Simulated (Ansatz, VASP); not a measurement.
# Si2Mo: VASP beside Ansatz

```
CELL_PARAMETERS angstrom
-1.60000 1.60000 3.93050
1.60000 -1.60000 3.93050
1.60000 1.60000 -3.93050
ATOMIC_POSITIONS crystal
Mo 0.00000 0.00000 0.00000
Si 0.66700 0.66700 0.00000
Si 0.33300 0.33300 0.00000
```

Alike in both runs: functional PBE-based screened hybrid; k mesh 6 × 6 × 6; occupations fermi-dirac, width 0.05 eV; no spin polarisation.

|  | VASP | Ansatz |
| --- | --- | --- |
| version | VASP 6.6.1 | Ansatz 0.2.0 |
| potentials or method | VASP PAW PBE potentials, release 64 (Mo_sv, Si) | Ansatz PAW |
| plane-wave cutoff (eV) | 520 | 420 |
| valence electrons in the cell | 22 | 22 |
| task | single point | band structure |

```csv
,VASP,Ansatz,Ansatz less VASP
gap on the k mesh at the Fermi level (eV),none,none,-
pressure (GPa),-3.1,-3.2,-0.03
"traceless stress, the component that is largest in VASP (GPa)",-1.69,-1.65,+0.040
rms of the force components (eV/Å),0.198,0.202,+0.0039
```

VASP's potentials were made for PBE, not for PBE-based screened hybrid. Atom by atom the forces differ by 0.004 eV/Å (rms over components). A gap of «none» marks a metal or a gap that the smearing closes. The functional is the same, so the differences come from potentials, cutoffs and numerics.

The k mesh is coarse, so the values compare programs but aren't converged.
